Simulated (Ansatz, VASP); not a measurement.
# Two plane-wave programs on NbAs

```
Nb As
1.0
     0.00000    2.92602    2.92602
     2.92602    0.00000    2.92602
     2.92602    2.92602    0.00000
Nb As
1 1
Direct
  0.00000 0.00000 0.00000
  0.25000 0.25000 0.25000
```

Alike in both runs: task single point; functional r2SCAN; k mesh 12 × 12 × 12; occupations gaussian, width 0.1 eV; collinear spin.

|  | VASP | Ansatz |
| --- | --- | --- |
| version | VASP 6.6.1 | Ansatz 0.2.0 |
| potentials or method | VASP PAW PBE potentials, release 64 (Nb_sv, As), cutoff 520 eV | scalar-relativistic, plane waves, PAW |
| valence electrons in the cell | 18 | 28 |

|  | VASP | Ansatz | Ansatz less VASP |
| --- | --- | --- | --- |
| gap on the k mesh at the Fermi level (eV) | none | none | - |
| pressure (GPa) | -0.1 | 0.0 | +0.05 |
| net moment per atom (μB) | 0.71 | 0.71 | +0.001 |
| size of the moment on the site where the two differ most (μB) | 1.15 | 0.98 | -0.175 |

VASP's potentials were made for PBE, not for r2SCAN. Site moments also hang on the region over which each program counts them. A gap of «none» marks a metal or a gap that the smearing closes. The functional is the same, so the differences come from potentials, cutoffs and numerics. VASP's potentials hold 18 valence electrons a cell and Ansatz's 28, so a difference there can come from the potentials and not from the codes. Ansatz's warnings: stability check not made.
